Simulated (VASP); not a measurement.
# Sn (I4_1/amd) in VASP: electric field gradients with r2SCAN

Aim: the electric field gradients of Sn with r2SCAN.

Program: VASP 6.6.1. These are calculated values, not measurements. Logs are shortened: lines on timing, memory, paths and dates and some standing lists are left out, and cuts for length are marked.

### 1 The cell of the first run

Symmetry: I4_1/amd, No. 141, tetragonal system. The conventional cell has a = 5.888 Å, b = 5.888 Å, c = 3.182 Å, α = 90.00°, β = 90.00°, γ = 90.00°. Sn (site symmetry -4m2) has 10 Sn at 3.05 to 3.79 Å within 4.0 Å.

### 2 Electric field gradients, r2SCAN

Input file POSCAR:

```
Sn
1.0
   -2.9439576354      2.9439576354      1.5909985497
    2.9439576354     -2.9439576354      1.5909985497
    2.9439576354      2.9439576354     -1.5909985497
Sn
2
Direct
    0.0000000000      0.0000000000      0.0000000000
    0.7500000000      0.2500000000      0.5000000000
```

Input file INCAR.step1:

```
PREC = Accurate
ENCUT = 440
ISMEAR = 0
SIGMA = 0.05
LREAL = False
LASPH = True
NELM = 120
NBANDS = 21
GGA = PE
ALGO = Normal
EDIFF = 1E-5
LWAVE = True
LCHARG = False
GGA_COMPAT = False
```

Input file INCAR.step2:

```
PREC = Accurate
ENCUT = 440
EDIFF = 1E-8
ISMEAR = 0
SIGMA = 0.05
LREAL = False
LASPH = True
NELM = 120
ALGO = Normal
ISIF = 2
LWAVE = False
LCHARG = False
METAGGA = R2SCAN
LMIXTAU = True
LEFG = True
NBANDS = 21
ISTART = 1
GGA_COMPAT = False
```

Input file KPOINTS:

```
regular mesh
0
Gamma
  16 16 16
```

Potentials or basis: VASP PAW PBE potentials, release 64 (Sn_d).

The run is started by

```
cat potpaw_PBE.64/Sn_d/POTCAR > POTCAR
cp INCAR.step1 INCAR
mpirun -np 1 vasp_std > vasp.out
cp INCAR.step2 INCAR
mpirun -np 1 vasp_std > vasp.out
```

OUTCAR:

```text
PREC = Accurate
   ENCUT = 440
   EDIFF = 1E-8
   ISMEAR = 0
   LREAL = False
   LASPH = True
   NELM = 120
   ISIF = 2
   METAGGA = R2SCAN
   ISTART = 1

 ion  position               nearest neighbor table
   1  0.000  0.000  0.000-   2 3.05   2 3.05   2 3.05   2 3.05
   2  0.750  0.250  0.500-   1 3.05   1 3.05   1 3.05   1 3.05

  LATTYP: Found a body centered tetragonal cell.
 ALAT       =     5.8879152708
 C/A-ratio  =     0.5404284799

  Lattice vectors:

 A1 = (  -2.9439576354,   2.9439576354,   1.5909985497)
 A2 = (   2.9439576354,  -2.9439576354,   1.5909985497)
 A3 = (   2.9439576354,   2.9439576354,  -1.5909985497)

Analysis of symmetry for initial positions (statically):
=====================================================================
 Subroutine PRICEL returns:
 Original cell was already a primitive cell.

 Routine SETGRP: Setting up the symmetry group for a
 body centered tetragonal supercell.

 Subroutine GETGRP returns: Found 16 space group operations
 (whereof  8 operations were pure point group operations)
 out of a pool of 16 trial point group operations.

The static configuration has the point symmetry D_2d.
 The point group associated with its full space group is D_4h.

Analysis of symmetry for dynamics (positions and initial velocities):
=====================================================================
 Subroutine PRICEL returns:
 Original cell was already a primitive cell.

 Routine SETGRP: Setting up the symmetry group for a
 body centered tetragonal supercell.

 Subroutine GETGRP returns: Found 16 space group operations
 (whereof  8 operations were pure point group operations)
 out of a pool of 16 trial point group operations.

The dynamic configuration has the point symmetry D_2d.
 The point group associated with its full space group is D_4h.

 Subroutine INISYM returns: Found 16 space group operations
 (whereof  8 operations are pure point group operations),
 and found     1 'primitive' translations

----------------------------------------------------------------------------------------

                                     Primitive cell

  volume of cell :      55.1560

  direct lattice vectors                    reciprocal lattice vectors
    -2.943957635  2.943957635  1.590998550     0.000000000  0.169839401  0.314268043
     2.943957635 -2.943957635  1.590998550     0.169839401  0.000000000  0.314268043
     2.943957635  2.943957635 -1.590998550     0.169839401  0.169839401  0.000000000

  length of vectors
     4.457022493  4.457022493  4.457022493     0.357225173  0.357225173  0.240189184

  position of ions in fractional coordinates (direct lattice)
     0.000000000  0.000000000  0.000000000
     0.750000000  0.250000000  0.500000000

  ion indices of the primitive-cell ions
   primitive index   ion index
                 1           1
                 2           2

----------------------------------------------------------------------------------------

 KPOINTS: regular mesh

Automatic generation of k-mesh.
 Grid dimensions read from file:
 generate k-points for:   16   16   16

 Generating k-lattice:

  Cartesian coordinates                     Fractional coordinates (reciprocal lattice)
     0.000000000  0.010614963  0.019641753     0.062500000  0.000000000  0.000000000
     0.010614963  0.000000000  0.019641753     0.000000000  0.062500000  0.000000000
     0.010614963  0.010614963  0.000000000     0.000000000  0.000000000  0.062500000

  Length of vectors
     0.022326573  0.022326573  0.015011824

  Shift w.r.t. Gamma in fractional coordinates (k-lattice)
     0.000000000  0.000000000  0.000000000

 Subroutine IBZKPT returns following result:
 ===========================================

 Found    349 irreducible k-points:

 Following reciprocal coordinates:
            Coordinates               Weight
  0.000000  0.000000  0.000000      1.000000
  0.062500  0.000000  0.000000      8.000000
  0.125000  0.000000  0.000000      8.000000
  0.187500  0.000000  0.000000      8.000000
  0.250000  0.000000  0.000000      8.000000
  0.312500  0.000000  0.000000      8.000000
[... 16 lines left out ...]
 -0.125000  0.062500  0.000000     16.000000
 -0.062500  0.062500  0.000000      4.000000
 [... further k-points ...]
   k-points           NKPTS =    349   k-points in BZ     NKDIM =    349   number of bands    NBANDS=     21
   number of dos      NEDOS =    301   number of ions     NIONS =      2
   total plane-waves  NPLWV =  27000
   dimension x,y,z NGX =    30 NGY =   30 NGZ =   30
   dimension x,y,z NGXF=    60 NGYF=   60 NGZF=   60
   ions per type =               2
   NGX,Y,Z   is equivalent  to a cutoff of  11.19, 11.19, 11.19 a.u.
   NGXF,Y,Z  is equivalent  to a cutoff of  22.38, 22.38, 22.38 a.u.
 SYSTEM =  unknown system
   PREC   = accura    normal or accurate (medium, high low for compatibility)
   ISTART =      1    job   : 0-new  1-cont  2-samecut
   ICHARG =      0    charge: 1-file 2-atom 10-const
   ISPIN  =      1    spin polarized calculation?
   LNONCOLLINEAR =      F non collinear calculations
   LSORBIT =      F    spin-orbit coupling
   LASPH  =      T    aspherical Exc in radial PAW
   ENCUT  =  440.0 eV  32.34 Ry    5.69 a.u.   7.62  7.62  7.62*2*pi/ulx,y,z
   NELM   =    120;   NELMIN=  2; NELMDL=  0     # of ELM steps
   EDIFF  = 0.1E-07   stopping-criterion for ELM
   LREAL  =      F    real-space projection
   EDIFFG = 0.1E-06   stopping-criterion for IOM
   NSW    =      0    number of steps for IOM
   IBRION =     -1    ionic relax: 0-MD 1-quasi-New 2-CG
   NFREE  =      0    steps in history (QN), initial steepest desc. (CG)
   ISIF   =      2    stress and relaxation
   ISYM   =      2    0-nonsym 1-usesym 2-fastsym
   POTIM  = 0.5000    time-step for ionic-motion
   TEBEG  =    0.0;   TEEND  =   0.0 temperature during run
   PSTRESS=    0.0 pullay stress
   NELECT =      28.0000    total number of electrons
   NUPDOWN=      -1.0000    fix difference up-down
   EMIN   =  10.00;   EMAX   =-10.00  energy-range for DOS
   EFERMI =   0.00;   METHOD = LEGACY
   ISMEAR =     0;   SIGMA  =   0.05  broadening in eV -4-tet -1-fermi 0-gaus
   EFERMI_NEDOS =   21; number of points for ismear=-14 and -15
   IALGO  =     38    algorithm
   IMIX   =      4    mixing-type and parameters
     AMIX     =   0.40;   BMIX     =  1.00
     AMIX_MAG =   1.60;   BMIX_MAG =  1.00
  volume/ion in A,a.u.               =      27.58       186.11
  Fermi-wavevector in a.u.,A,eV,Ry     =   1.305960  2.467907 23.205166  1.705532
  Thomas-Fermi vector in A             =   2.436794
   LORBIT       =      0    0 simple, 1 ext, 2 COOP (PROOUT), +10 PAW based schemes
   METAGGA = R2SCAN    functional components
   LHFCALC =     F    Hartree Fock is set to
   AEXX    =    0.0000 exact exchange contribution
   IVDW    =     0    specifies the selected vdW correction
   LEPSILON=     F    determine dielectric tensor
   LRPA    =     F    only Hartree local field effects (RPA)
 non-spin polarized calculation
 Gauss-broadening in eV      SIGMA  =   0.05
  energy-cutoff  :      440.00
  volume of cell :       55.16
 maximum number of plane-waves:      1180
   NGX = 15   NGY = 15   NGZ = 15

 number of electron      27.9999991 magnetization

 Free energy of the ion-electron system (eV)
  ---------------------------------------------------
  ext. energy  EPLUGINS =         0.00000000
  ---------------------------------------------------
  free energy    TOTEN  =       -49.24657377 eV

  energy without entropy =      -49.24509234  energy(sigma->0) =      -49.24583305

 E-fermi :   7.7283     XC(G=0): -11.0441

 val. band max:        7.7282096171   @ k =  -0.2500   0.1250   0.0000
 cond. band min:       7.7303268211   @ k =  -0.2500   0.3125   0.1875
 fundamental gap:      0.0021172040
 Fermi energy:         7.7283221593

 k-point     1 :       0.0000    0.0000    0.0000
  band No.  band energies     occupation
      1     -14.6164      2.00000
      2     -14.5385      2.00000
      3     -14.4842      2.00000
      4     -14.4821      2.00000
      5     -14.3158      2.00000
      6     -14.3158      2.00000
[... 13 lines left out ...]
     20      17.8788      0.00000
     21      18.5982      0.00000

 k-point     2 :       0.0625    0.0000    0.0000
  band No.  band energies     occupation
      1     -14.6139      2.00000
      2     -14.5298      2.00000
      3     -14.4792      2.00000
      4     -14.4738      2.00000
      5     -14.3225      2.00000
      6     -14.3219      2.00000
[... 13 lines left out ...]
     20      17.8361      0.00000
     21      18.2931      0.00000

 k-point     3 :       0.1250    0.0000    0.0000
  band No.  band energies     occupation
      1     -14.6064      2.00000
      2     -14.5056      2.00000
      3     -14.4709      2.00000
      4     -14.4462      2.00000
      5     -14.3376      2.00000
      6     -14.3321      2.00000
[... 13 lines left out ...]
     20      16.9782      0.00000
     21      17.1149      0.00000

 k-point     4 :       0.1875    0.0000    0.0000
  band No.  band energies     occupation
      1     -14.5941      2.00000
      2     -14.4725      2.00000
      3     -14.4585      2.00000
      4     -14.4136      2.00000
      5     -14.3570      2.00000
      6     -14.3354      2.00000
[... 13 lines left out ...]
     20      16.0782      0.00000
     21      16.5935      0.00000

 k-point     5 :       0.2500    0.0000    0.0000
  band No.  band energies     occupation
      1     -14.5792      2.00000
      2     -14.4446      2.00000
      3     -14.4428      2.00000
      4     -14.3996      2.00000
      5     -14.3766      2.00000
      6     -14.3347      2.00000
[... 13 lines left out ...]
     20      15.3825      0.00000
     21      16.7718      0.00000
[... 382 lines left out ...]
     20      16.3844      0.00000
     21      16.6105      0.00000

 k-point    22 :      -0.1875    0.0625   -0.0000
  band No.  band energies     occupation
      1     -14.5973      2.00000
      2     -14.5076      2.00000
      3     -14.4635      2.00000
      4     -14.4536      2.00000
      5     -14.3371      2.00000
      6     -14.3260      2.00000
[... 13 lines left out ...]
     20      17.0740      0.00000
     21      17.3574      0.00000

 k-point    23 :      -0.1250    0.0625    0.0000
  band No.  band energies     occupation
      1     -14.6074      2.00000
      2     -14.5309      2.00000
      3     -14.4780      2.00000
      4     -14.4737      2.00000
      5     -14.3239      2.00000
      6     -14.3183      2.00000
[... 13 lines left out ...]
     20      17.9904      0.00000
     21      18.3655      0.00000

 k-point    24 :      -0.0625    0.0625    0.0000
  band No.  band energies     occupation
      1     -14.6130      2.00000
      2     -14.5390      2.00000
      3     -14.4862      2.00000
      4     -14.4793      2.00000
      5     -14.3174      2.00000
      6     -14.3141      2.00000
[... 13 lines left out ...]
     20      18.1124      0.00000
     21      18.5862      0.00000

 [... further k-points ...]

------------------------ aborting loop because EDIFF is reached ----------------------------------------

  FORCE on cell =-STRESS in cart. coord.  units (eV):
  Direction    XX          YY          ZZ          XY          YZ          ZX
  --------------------------------------------------------------------------------------
  -------------------------------------------------------------------------------------
  Total        0.0111936      0.0111936      0.0261312      0.0000000      0.0000000      0.0000000
  in kB        0.3251525      0.3251525      0.7590627      0.0000000      0.0000000      0.0000000
  external PRESSURE =       0.4697892 kB  Pullay stress =       0.0000000 kB

 VOLUME and BASIS-vectors are now :
 -----------------------------------------------------------------------------
  energy-cutoff  :      440.00
  volume of cell :       55.16
      direct lattice vectors                 reciprocal lattice vectors
    -2.943957635  2.943957635  1.590998550     0.000000000  0.169839401  0.314268043
     2.943957635 -2.943957635  1.590998550     0.169839401  0.000000000  0.314268043
     2.943957635  2.943957635 -1.590998550     0.169839401  0.169839401  0.000000000

 POSITION                                       TOTAL-FORCE (eV/Angst)
 -----------------------------------------------------------------------------------
      0.00000      0.00000      0.00000         0.000000     -0.000000     -0.000000
      0.00000      2.94396      0.79550        -0.000000      0.000000      0.000000
 -----------------------------------------------------------------------------------
    total drift:                                0.000000      0.000000      0.000000

  FREE ENERGIE OF THE ION-ELECTRON SYSTEM (eV)
  ---------------------------------------------------
  free  energy   TOTEN  =       -49.2465737704 eV

  energy  without entropy=      -49.2450923378  energy(sigma->0) =      -49.24583305

 Electric field gradients (V/A^2)
---------------------------------------------------------------------
 ion       V_xx      V_yy      V_zz      V_xy      V_xz      V_yz
---------------------------------------------------------------------
   1     -18.653   -18.653    37.306    -0.004    -0.003    -0.003
   2     -18.653   -18.653    37.306    -0.004    -0.003    -0.003
---------------------------------------------------------------------

 Electric field gradients after diagonalization (V/A^2)
 (convention: |V_zz| > |V_xx| > |V_yy|)
----------------------------------------------------------------------
 ion       V_xx      V_yy      V_zz     asymmetry (V_yy - V_xx)/ V_zz
----------------------------------------------------------------------
   1     -18.657   -18.649    37.306       0.000
   2     -18.657   -18.649    37.306       0.000
----------------------------------------------------------------------

           NMR quadrupolar parameters

 Cq : quadrupolar parameter    Cq=e*Q*V_zz/h
 eta: asymmetry parameters     (V_yy - V_xx)/ V_zz
 Q  : nuclear electric quadrupole moment in mb (millibarn)
----------------------------------------------------------------------
 ion       Cq(MHz)       eta       Q (mb)
----------------------------------------------------------------------
   1       0.090       0.000       1.000
   2       0.090       0.000       1.000
----------------------------------------------------------------------
```

Wall time 11 min (1 thread of Intel Xeon 6975P-C (Granite Rapids), shared host); peak memory 0.36 GiB.

What came out:

- Free energy: -49.2466 eV
- Pressure: 0.0 GPa
- Band gap on the k mesh: zero (bands 14 and 15 overlap by 4.39 eV)
- Largest electric field gradient by atom: Sn +37.3 V/Å²

Electric field gradients, principal values (V/Å²):
| atom | least | middle | greatest (by size) |
| --- | --- | --- | --- |
| 1 Sn | -18.649 | -18.657 | 37.306 |
| 2 Sn | -18.649 | -18.657 | 37.306 |

Caveat: without QUAD_EFG the Cq values of the log hold for a quadrupole moment of 1 mb, not for the nuclei; the PAW data sets were made with another functional, which shifts forces and pressure a little; spin-orbit coupling is left out, which moves the levels of the heavy elements.
